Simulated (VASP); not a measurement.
A run of VASP 6.6.1:

File INCAR:

```
PREC = Accurate
ENCUT = 520
EDIFF = 1E-6
ISMEAR = 0
SIGMA = 0.1
LREAL = False
LASPH = True
NELM = 100
ALGO = Normal
ISIF = 2
LWAVE = False
LCHARG = False
GGA = PE
NBANDS = 8
```

KPOINTS

```
regular mesh
0
Gamma
  18 18 18
```

POSCAR

```
Si
1.0
    0.1528664433      1.9846459247      1.9846459247
    1.9846459247      0.1528664433      1.9846459247
    1.9846459247      1.9846459247      0.1528664433
Si
1
Direct
    0.0000000000      0.0000000000      0.0000000000
```

Potentials or basis: VASP PAW PBE potentials, release 64 (Si).

Run with:

```sh
$ cat potpaw_PBE.64/Si/POTCAR > POTCAR
$ mpirun -np 1 vasp_std > vasp.out
```

Hardware: 1 thread of AMD EPYC 9R45 (shared host).

Task: How long does it take, and how much memory?

Result: Run time: 100 s on 1 thread of AMD EPYC 9R45, with other jobs on the host, peak memory 0.14 GiB. Counts: scf iterations 9, k points 580.
